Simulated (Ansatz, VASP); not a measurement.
**One calculation of ZrC, two programs**

The input INCAR:

```
ALGO     = Normal         # electronic algorithm
EDIFF    = 1E-6           # SCF threshold, eV
ENCUT    = 520            # plane-wave cutoff, eV
GGA      = PE             # functional
ISIF     = 2              # what is computed and relaxed
ISMEAR   = -1             # smearing method
LASPH    = T              # aspherical terms in the spheres
LCHARG   = F              # write CHGCAR
LREAL    = F              # projectors in reciprocal space
LWAVE    = F              # write WAVECAR
NBANDS   = 15             # bands
NELM     = 100            # most SCF steps
PREC     = Accurate       # precision mode
SIGMA    = 0.05           # smearing width, eV
```

File KPOINTS:

```
k-points
0
Gamma
  15 15 15
```

POSCAR

```
ZrC
1.0
    0.0000000000      2.3502100000      2.3502100000
    2.3502100000      0.0000000000      2.3502100000
    2.3502100000      2.3502100000      0.0000000000
Zr C
1 1
Direct
    0.5000000000      0.5000000000      0.5000000000
    0.0000000000      0.0000000000      0.0240697640
```

Input for Ansatz:

```yaml
crystal:
  lattice:
    - [0.0, 2.35021, 2.35021]
    - [2.35021, 0.0, 2.35021]
    - [2.35021, 2.35021, 0.0]
  atoms:
    - { symbol: Zr, position: [0.5, 0.5, 0.5] }
    - { symbol: C, position: [0.0, 0.0, 0.024069764] }
kpoints:
  mp_grid: { grid: [15, 15, 15] }
scf:
  occupations: { method: fermi_dirac, width: 0.05 }
hamiltonian:
  xc: pbe
  pseudopotentials: { kind: all_electron, lapw: { basis_error: 0.0005 } }
output:
  forces: true
  stress: true
  eigenvalues: true
```

Alike in both runs: task single point; functional PBE; k mesh 15 × 15 × 15; occupations fermi-dirac, width 0.05 eV; no spin polarisation.

|  | VASP | Ansatz |
| --- | --- | --- |
| version | VASP 6.6.1 | Ansatz 0.2.0 |
| potentials or method | VASP PAW PBE potentials, release 64 (Zr_sv, C), cutoff 520 eV | all-electron LAPW, scalar-relativistic |

Ansatz gave:

| Item | Value |
| --- | --- |
| pressure (GPa) | 1.7 |
| traceless stress, the component that is largest in VASP (GPa) | -0.58 |
| rms of the force components (eV/Å) | 0.309 |

Estimate VASP's values.

pressure (GPa): 1.9; traceless stress, the component that is largest in VASP (GPa): -0.58; rms of the force components (eV/Å): 0.310.

Atom by atom the forces differ by 0.001 eV/Å (rms over components). Ansatz ran all-electron here, and VASP with PAW potentials.
